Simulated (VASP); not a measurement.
A run of VASP 6.6.1:

The input INCAR:

```
PREC = Accurate
ENCUT = 520
EDIFF = 1E-7
ISMEAR = 0
SIGMA = 0.15
LREAL = False
LASPH = True
NELM = 80
ALGO = Fast
ISIF = 2
LWAVE = False
LCHARG = False
GGA = PS
NBANDS = 20
```

Contents of KPOINTS:

```
regular mesh
0
Gamma
  21 21 12
```

File POSCAR:

```
Mn
1.0
    2.5581551436      0.0000000000      0.0000000000
   -1.2790775718      2.2154273412      0.0000000000
    0.0000000000      0.0000000000      4.1469808500
Mn
2
Direct
    0.6666666667      0.3333333333      0.7500000000
    0.3333333333      0.6666666667      0.2500000000
```

Potentials or basis: VASP PAW PBE potentials, release 64 (Mn_pv).

Run with:

```console
$ cat potpaw_PBE.64/Mn_pv/POTCAR > POTCAR
$ mpirun -np 1 vasp_std > vasp.out
```

Hardware: 1 thread of Intel(R) Xeon(R) 6975P-C (Granite Rapids), on a shared host.

Q: How long does it take, and how much memory?

A: It took 74 s on 1 thread of Intel(R) Xeon(R) 6975P-C (Granite Rapids), on a shared host, peak memory 0.23 GiB. Counts: scf iterations 17, k points 336.
